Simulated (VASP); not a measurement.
Set up this calculation in VASP 6.6.1, as the native input.

```
Task                   : relaxation of cell and atoms
Functional             : PBE
Potentials or basis    : VASP PAW PBE potentials, release 64 (Mg, Te, O)
Cutoff                 : 600 eV
k mesh                 : 6 × 6 × 2
Occupations            : gaussian, width 0.1 eV
Spin                   : no spin polarisation
Dipole correction      : no
Further INCAR settings : ALGO = Normal; EDIFF = 1e-07; IBRION = 2; EDIFFG = -0.04; NSW = 90; ISIF = 3
```

The structure of Mg2Te3O lies in POSCAR:

```
Mg2Te3O
1.0
    3.2020980970      0.0000000000      0.0000000000
    0.0000000000      3.2020980970      0.0000000000
    0.0000000000      0.0000000000     13.0558439744
Mg Te O
2 3 1
Direct
    0.0000000000      0.0000000000      0.0814713833
    0.5000000000      0.5000000000      0.4857085255
    0.0000000000      0.0000000000      0.6438403962
    0.0000000000      0.0000000000      0.3227506545
    0.5000000000      0.5000000000      0.8884570264
    0.5000000000      0.5000000000      0.0777720241
```

The cell was generated, and may not be a known phase.

The input as run:

INCAR

```
SYSTEM = Mg2Te3O
  PREC = Accurate
  ENCUT = 600
  EDIFF = 1E-7
  ISMEAR = 0
  SIGMA = 0.1
  LREAL = .FALSE.
  LASPH = .TRUE.
  NELM = 80
  ALGO = Normal
  ISIF = 3
  LWAVE = .FALSE.
  LCHARG = .FALSE.
  GGA = PE
  IBRION = 2
  NSW = 90
  EDIFFG = -0.04
```

KPOINTS

```
Automatic mesh
0
G
  6 6 2
  0 0 0
```

Potentials or basis: VASP PAW PBE potentials, release 64 (Mg, Te, O).

Command:

```console
$ cat potpaw_PBE.64/Mg/POTCAR potpaw_PBE.64/Te/POTCAR potpaw_PBE.64/O/POTCAR > POTCAR
$ mpirun -np 1 vasp_std > vasp.out
```

It gave:

```yaml
Relaxed_volume: 24.74 Å³/atom
Relaxed_cell: a = 3.108 Å, b = 3.108 Å, c = 15.367 Å, α = 90.00°, β = 90.00°, γ = 90.00°
Space_group_after_relaxing_to_0.1_Å: P4mm (No. 99)
Energy_gained_by_relaxing: 49.0 meV/atom
Ionic_steps: 35
Pressure_after_relaxing: 0.0 GPa
Largest_force_after_relaxing: 0.031 eV/Å
Band_gap_on_the_k_mesh: zero (bands 14 and 15 overlap by 2.83 eV)
```

Caveat: a cell axis changed by over 15 % at a fixed basis, so the end point is rough; spin-orbit coupling is left out, which moves the levels of the heavy elements.

Wall time 16 min on 1 thread of Intel(R) Xeon(R) 6975P-C (Granite Rapids) (shared host), peak memory 0.34 GiB.
